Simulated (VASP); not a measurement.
# BAs (Pm-3m) in VASP: single point with PBE

Aim: the single point of BAs with PBE.

All numbers are computed with VASP 6.6.1; they aren't measurements. Logs are shortened: lines on timing, memory, paths and dates and some standing lists are left out, and cuts for length are marked.

### 1 The cell of the first run

Symmetry: Pm-3m, No. 221, cubic system. The conventional cell has a = 2.752 Å, b = 2.752 Å, c = 2.752 Å, α = 90.00°, β = 90.00°, γ = 90.00°. B (site symmetry m-3m) has 8 As at 2.38 Å and 6 B at 2.75 Å within 3.1 Å. Within 3.1 Å of As (site symmetry m-3m) lie 8 B at 2.38 Å and 6 As at 2.75 Å.

### 2 Single point, PBE

The input, INCAR:

```
SYSTEM = BAs
PREC     = Accurate       ! precision mode
ENCUT    = 560            ! plane-wave cutoff, eV
EDIFF    = 1E-6           ! SCF threshold, eV
ISMEAR   = -1             ! smearing method
SIGMA    = 0.05           ! smearing width, eV
LREAL    = .False.        ! projectors in reciprocal space
LASPH    = .True.         ! aspherical terms in the spheres
NELM     = 120            ! most SCF steps
ALGO     = Normal         ! electronic algorithm
ISIF     = 2              ! what is computed and relaxed
LWAVE    = .False.        ! write WAVECAR
LCHARG   = .False.        ! write CHGCAR
GGA      = PE             ! functional
NBANDS   = 16             ! bands
GGA_COMPAT= .False.
```

The input, KPOINTS:

```
Automatic mesh
0
Gamma
  8 8 8
  0 0 0
```

The input, POSCAR:

```
BAs
1.0
    2.7515123575      0.0000000000      0.0000000000
    0.0000000000      2.7515123575      0.0000000000
    0.0000000000      0.0000000000      2.7515123575
B As
1 1
Direct
    0.0000000000      0.0000000000      0.0000000000
    0.5000000000      0.5000000000      0.5000000000
```

Potentials or basis: VASP PAW PBE potentials, release 64 (B, As_d).

Command:

```console
cat potpaw_PBE.64/B/POTCAR potpaw_PBE.64/As_d/POTCAR > POTCAR
mpirun -np 1 vasp_std > vasp.out
```

OUTCAR:

```text
SYSTEM = BAs
   PREC = Accurate
   ENCUT = 560
   EDIFF = 1E-6
   ISMEAR = -1
   LREAL = .False.
   LASPH = .True.
   NELM = 120
   ISIF = 2
   GGA = PE

 ion  position               nearest neighbor table
   1  0.000  0.000  0.000-   2 2.38   2 2.38   2 2.38   2 2.38   2 2.38   2 2.38   2 2.38   2 2.38

   2  0.500  0.500  0.500-   1 2.38   1 2.38   1 2.38   1 2.38   1 2.38   1 2.38   1 2.38   1 2.38

  LATTYP: Found a simple cubic cell.
 ALAT       =     2.7515123575

  Lattice vectors:

 A1 = (   2.7515123575,   0.0000000000,   0.0000000000)
 A2 = (   0.0000000000,   2.7515123575,   0.0000000000)
 A3 = (   0.0000000000,   0.0000000000,   2.7515123575)

Analysis of symmetry for initial positions (statically):
=====================================================================
 Subroutine PRICEL returns:
 Original cell was already a primitive cell.

 Routine SETGRP: Setting up the symmetry group for a
 simple cubic supercell.

 Subroutine GETGRP returns: Found 48 space group operations
 (whereof 48 operations were pure point group operations)
 out of a pool of 48 trial point group operations.

The static configuration has the point symmetry O_h .

Analysis of symmetry for dynamics (positions and initial velocities):
=====================================================================
 Subroutine PRICEL returns:
 Original cell was already a primitive cell.

 Routine SETGRP: Setting up the symmetry group for a
 simple cubic supercell.

 Subroutine GETGRP returns: Found 48 space group operations
 (whereof 48 operations were pure point group operations)
 out of a pool of 48 trial point group operations.

The dynamic configuration has the point symmetry O_h .

 Subroutine INISYM returns: Found 48 space group operations
 (whereof 48 operations are pure point group operations),
 and found     1 'primitive' translations

----------------------------------------------------------------------------------------

                                     Primitive cell

  volume of cell :      20.8312

  direct lattice vectors                    reciprocal lattice vectors
     2.751512357  0.000000000  0.000000000     0.363436492  0.000000000  0.000000000
     0.000000000  2.751512357  0.000000000     0.000000000  0.363436492  0.000000000
     0.000000000  0.000000000  2.751512357     0.000000000  0.000000000  0.363436492

  length of vectors
     2.751512357  2.751512357  2.751512357     0.363436492  0.363436492  0.363436492

  position of ions in fractional coordinates (direct lattice)
     0.000000000  0.000000000  0.000000000
     0.500000000  0.500000000  0.500000000

  ion indices of the primitive-cell ions
   primitive index   ion index
                 1           1
                 2           2

----------------------------------------------------------------------------------------

 KPOINTS: Automatic mesh

Automatic generation of k-mesh.
 Grid dimensions read from file:
 generate k-points for:    8    8    8

 Generating k-lattice:

  Cartesian coordinates                     Fractional coordinates (reciprocal lattice)
     0.045429562  0.000000000  0.000000000     0.125000000  0.000000000  0.000000000
     0.000000000  0.045429562  0.000000000     0.000000000  0.125000000  0.000000000
     0.000000000  0.000000000  0.045429562     0.000000000  0.000000000  0.125000000

  Length of vectors
     0.045429562  0.045429562  0.045429562

  Shift w.r.t. Gamma in fractional coordinates (k-lattice)
     0.000000000  0.000000000  0.000000000

 Subroutine IBZKPT returns following result:
 ===========================================

 Found     35 irreducible k-points:

 Following reciprocal coordinates:
            Coordinates               Weight
  0.000000  0.000000  0.000000      1.000000
  0.125000  0.000000  0.000000      6.000000
  0.250000  0.000000  0.000000      6.000000
  0.375000  0.000000  0.000000      6.000000
  0.500000  0.000000  0.000000      3.000000
  0.125000  0.125000  0.000000     12.000000
[... 16 lines left out ...]
  0.375000  0.375000  0.125000     24.000000
  0.500000  0.375000  0.125000     24.000000
 [... further k-points ...]
   k-points           NKPTS =     35   k-points in BZ     NKDIM =     35   number of bands    NBANDS=     16
   number of dos      NEDOS =    301   number of ions     NIONS =      2
   total plane-waves  NPLWV =  13824
   dimension x,y,z NGX =    24 NGY =   24 NGZ =   24
   dimension x,y,z NGXF=    48 NGYF=   48 NGZF=   48
   ions per type =               1   1
   NGX,Y,Z   is equivalent  to a cutoff of  14.50, 14.50, 14.50 a.u.
   NGXF,Y,Z  is equivalent  to a cutoff of  29.00, 29.00, 29.00 a.u.
 SYSTEM =  BAs
   PREC   = accura    normal or accurate (medium, high low for compatibility)
   ISTART =      0    job   : 0-new  1-cont  2-samecut
   ICHARG =      2    charge: 1-file 2-atom 10-const
   ISPIN  =      1    spin polarized calculation?
   LNONCOLLINEAR =      F non collinear calculations
   LSORBIT =      F    spin-orbit coupling
   LASPH  =      T    aspherical Exc in radial PAW
   ENCUT  =  560.0 eV  41.16 Ry    6.42 a.u.   5.31  5.31  5.31*2*pi/ulx,y,z
   NELM   =    120;   NELMIN=  2; NELMDL= -5     # of ELM steps
   EDIFF  = 0.1E-05   stopping-criterion for ELM
   LREAL  =      F    real-space projection
   EDIFFG = 0.1E-04   stopping-criterion for IOM
   NSW    =      0    number of steps for IOM
   IBRION =     -1    ionic relax: 0-MD 1-quasi-New 2-CG
   NFREE  =      0    steps in history (QN), initial steepest desc. (CG)
   ISIF   =      2    stress and relaxation
   ISYM   =      2    0-nonsym 1-usesym 2-fastsym
   POTIM  = 0.5000    time-step for ionic-motion
   TEBEG  =    0.0;   TEEND  =   0.0 temperature during run
   PSTRESS=    0.0 pullay stress
   NELECT =      18.0000    total number of electrons
   NUPDOWN=      -1.0000    fix difference up-down
   EMIN   =  10.00;   EMAX   =-10.00  energy-range for DOS
   EFERMI =   0.00;   METHOD = LEGACY
   ISMEAR =    -1;   SIGMA  =   0.05  broadening in eV -4-tet -1-fermi 0-gaus
   EFERMI_NEDOS =   21; number of points for ismear=-14 and -15
   IALGO  =     38    algorithm
   IMIX   =      4    mixing-type and parameters
     AMIX     =   0.40;   BMIX     =  1.00
     AMIX_MAG =   1.60;   BMIX_MAG =  1.00
  volume/ion in A,a.u.               =      10.42        70.29
  Fermi-wavevector in a.u.,A,eV,Ry     =   1.559292  2.946635 33.081103  2.431392
  Thomas-Fermi vector in A             =   2.662672
   LORBIT       =      0    0 simple, 1 ext, 2 COOP (PROOUT), +10 PAW based schemes
   GGA     = PE    functional components
   LHFCALC =     F    Hartree Fock is set to
   AEXX    =    0.0000 exact exchange contribution
   IVDW    =     0    specifies the selected vdW correction
   LEPSILON=     F    determine dielectric tensor
   LRPA    =     F    only Hartree local field effects (RPA)
 non-spin polarized calculation
  energy-cutoff  :      560.00
  volume of cell :       20.83
 maximum number of plane-waves:       647
 NGX is ok and might be reduce to    24
   NGX = 11   NGY = 11   NGZ = 11

 number of electron      18.0000006 magnetization

 Free energy of the ion-electron system (eV)
  ---------------------------------------------------
  ext. energy  EPLUGINS =         0.00000000
  ---------------------------------------------------
  free energy    TOTEN  =        -7.94973852 eV

  energy without entropy =       -7.93981577  energy(sigma->0) =       -7.94477714

 E-fermi :   7.9322     XC(G=0): -13.0053

 val. band max:        7.9248746564   @ k =   0.3750   0.2500   0.0000
 cond. band min:       8.1587113396   @ k =   0.5000   0.3750   0.2500
 fundamental gap:      0.2338366832
 Fermi energy:         7.9321897109

 k-point     1 :       0.0000    0.0000    0.0000
  band No.  band energies     occupation
      1     -28.5376      2.00000
      2     -28.5376      2.00000
      3     -28.4426      2.00000
      4     -28.4426      2.00000
      5     -28.4426      2.00000
      6      -9.9537      2.00000
[... 8 lines left out ...]
     15      19.3231      0.00000
     16      29.5515      0.00000

 k-point     2 :       0.1250    0.0000    0.0000
  band No.  band energies     occupation
      1     -28.5370      2.00000
      2     -28.5258      2.00000
      3     -28.4464      2.00000
      4     -28.4464      2.00000
      5     -28.4422      2.00000
      6      -9.6665      2.00000
[... 8 lines left out ...]
     15      18.8534      0.00000
     16      28.0102      0.00000

 k-point     3 :       0.2500    0.0000    0.0000
  band No.  band energies     occupation
      1     -28.5355      2.00000
      2     -28.4971      2.00000
      3     -28.4556      2.00000
      4     -28.4556      2.00000
      5     -28.4414      2.00000
      6      -8.8139      2.00000
[... 8 lines left out ...]
     15      20.8890      0.00000
     16      24.1265      0.00000

 k-point     4 :       0.3750    0.0000    0.0000
  band No.  band energies     occupation
      1     -28.5339      2.00000
      2     -28.4684      2.00000
      3     -28.4648      2.00000
      4     -28.4648      2.00000
      5     -28.4406      2.00000
      6      -7.4603      2.00000
[... 8 lines left out ...]
     15      20.9028      0.00000
     16      25.9225      0.00000

 k-point     5 :       0.5000    0.0000    0.0000
  band No.  band energies     occupation
      1     -28.5333      2.00000
      2     -28.4686      2.00000
      3     -28.4686      2.00000
      4     -28.4566      2.00000
      5     -28.4403      2.00000
      6      -6.3070      2.00000
[... 8 lines left out ...]
     15      18.9127      0.00000
     16      29.4278      0.00000

 k-point     6 :       0.1250    0.1250    0.0000
  band No.  band energies     occupation
      1     -28.5308      2.00000
      2     -28.5194      2.00000
      3     -28.4504      2.00000
      4     -28.4462      2.00000
      5     -28.4458      2.00000
      6      -9.3788      2.00000
[... 8 lines left out ...]
     15      19.2329      0.00000
     16      26.3301      0.00000
[... 267 lines left out ...]
 k-point    21 :       0.3750    0.2500    0.1250
  band No.  band energies     occupation
      1     -28.4978      2.00000
      2     -28.4809      2.00000
      3     -28.4679      2.00000
      4     -28.4575      2.00000
      5     -28.4483      2.00000
      6      -6.0036      2.00000
[... 8 lines left out ...]
     15      23.9978      0.00000
     16      25.0570      0.00000

 k-point    22 :       0.5000    0.2500    0.1250
  band No.  band energies     occupation
      1     -28.4966      2.00000
      2     -28.4853      2.00000
      3     -28.4718      2.00000
      4     -28.4569      2.00000
      5     -28.4368      2.00000
      6      -4.8100      2.00000
[... 8 lines left out ...]
     15      23.2025      0.00000
     16      24.7798      0.00000

 k-point    23 :       0.3750    0.3750    0.1250
  band No.  band energies     occupation
      1     -28.4926      2.00000
      2     -28.4870      2.00000
      3     -28.4668      2.00000
      4     -28.4664      2.00000
      5     -28.4281      2.00000
      6      -4.6058      2.00000
[... 8 lines left out ...]
     15      24.2849      0.00000
     16      24.6370      0.00000

 k-point    24 :       0.5000    0.3750    0.1250
  band No.  band energies     occupation
      1     -28.4974      2.00000
      2     -28.4843      2.00000
      3     -28.4704      2.00000
      4     -28.4661      2.00000
      5     -28.4181      2.00000
      6      -3.3501      2.00000
[... 8 lines left out ...]
     15      23.3933      0.00000
     16      25.0981      0.00000

 [... further k-points ...]

------------------------ aborting loop because EDIFF is reached ----------------------------------------

  FORCE on cell =-STRESS in cart. coord.  units (eV):
  Direction    XX          YY          ZZ          XY          YZ          ZX
  --------------------------------------------------------------------------------------
  -------------------------------------------------------------------------------------
  Total        3.9408064      3.9408064      3.9408064      0.0000000      0.0000000      0.0000000
  in kB      303.0967505    303.0967505    303.0967505      0.0000000      0.0000000      0.0000000
  external PRESSURE =     303.0967505 kB  Pullay stress =       0.0000000 kB

 VOLUME and BASIS-vectors are now :
 -----------------------------------------------------------------------------
  energy-cutoff  :      560.00
  volume of cell :       20.83
      direct lattice vectors                 reciprocal lattice vectors
     2.751512357  0.000000000  0.000000000     0.363436492  0.000000000  0.000000000
     0.000000000  2.751512357  0.000000000     0.000000000  0.363436492  0.000000000
     0.000000000  0.000000000  2.751512357     0.000000000  0.000000000  0.363436492

 POSITION                                       TOTAL-FORCE (eV/Angst)
 -----------------------------------------------------------------------------------
      0.00000      0.00000      0.00000         0.000000      0.000000      0.000000
      1.37576      1.37576      1.37576         0.000000      0.000000      0.000000
 -----------------------------------------------------------------------------------
    total drift:                                0.000000     -0.000000     -0.000000

  FREE ENERGIE OF THE ION-ELECTRON SYSTEM (eV)
  ---------------------------------------------------
  free  energy   TOTEN  =        -7.9497385208 eV

  energy  without entropy=       -7.9398157661  energy(sigma->0) =       -7.94477714
```

Wall time 7.8 s (1 thread of Intel Xeon Platinum 8488C (Sapphire Rapids), shared host); peak memory 0.13 GiB.

What came out:

- Free energy: -7.9497 eV
- Pressure: 30.3 GPa
- Band gap on the k mesh: zero (bands 9 and 10 overlap by 5.81 eV)

Levels at points of the mesh, in eV from the Fermi level:
| k point | band 6 | band 7 | band 8 | band 9 | band 10 | band 11 | band 12 | band 13 |
| --- | --- | --- | --- | --- | --- | --- | --- | --- |
| (0.00, 0.00, 0.00) | -17.89 | -1.23 | -1.23 | -1.23 | 1.51 | 5.37 | 5.37 | 11.39 |
| (0.50, 0.00, 0.00) | -14.24 | -11.78 | 2.86 | 2.86 | 3.97 | 3.97 | 4.64 | 6.09 |
| (0.50, 0.50, 0.00) | -10.17 | -8.36 | -8.36 | -6.11 | 4.45 | 6.59 | 8.28 | 8.28 |
| (0.50, 0.50, 0.50) | -6.50 | -3.85 | -3.85 | -3.85 | -2.95 | -2.95 | -2.95 | -2.28 |

Caveat: the cell stands under pressure.

The gap in the log of VASP goes by the Fermi energy; the results here count the filled bands.